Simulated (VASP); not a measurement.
A run of VASP 6.6.1:

INCAR

```
PREC = Accurate ; ENCUT = 520
EDIFF = 1E-6 ; ISMEAR = -1
SIGMA = 0.02 ; LREAL = F
LASPH = T ; NELM = 60
ALGO = Normal ; ISIF = 2
LWAVE = F ; LCHARG = T
GGA = PE ; LELF = T
LVHAR = T ; NBANDS = 14
```

Contents of KPOINTS:

```
Automatic mesh
0
Gamma
  6 6 6
```

File POSCAR:

```
NaI
1.0
    0.0000000000      3.2640967911      3.2640967911
    3.2640967911      0.0000000000      3.2640967911
    3.2640967911      3.2640967911      0.0000000000
Na I
1 1
Direct
    0.0000000000      0.0000000000      0.0000000000
    0.5000000000      0.5000000000      0.5000000000
```

Potentials or basis: VASP PAW PBE potentials, release 64 (Na_pv, I).

The run is started by

```bash
$ cat potpaw_PBE.64/Na_pv/POTCAR potpaw_PBE.64/I/POTCAR > POTCAR
$ mpirun -np 1 vasp_std > vasp.out
```

Hardware: 1 thread of Intel Xeon 8259CL (shared host).

Task: Estimate the wall time of this run.

Result: Wall time 27 s on 1 thread of Intel Xeon 8259CL (shared host), peak memory 0.21 GiB. Counts: scf iterations 11, k points 16.
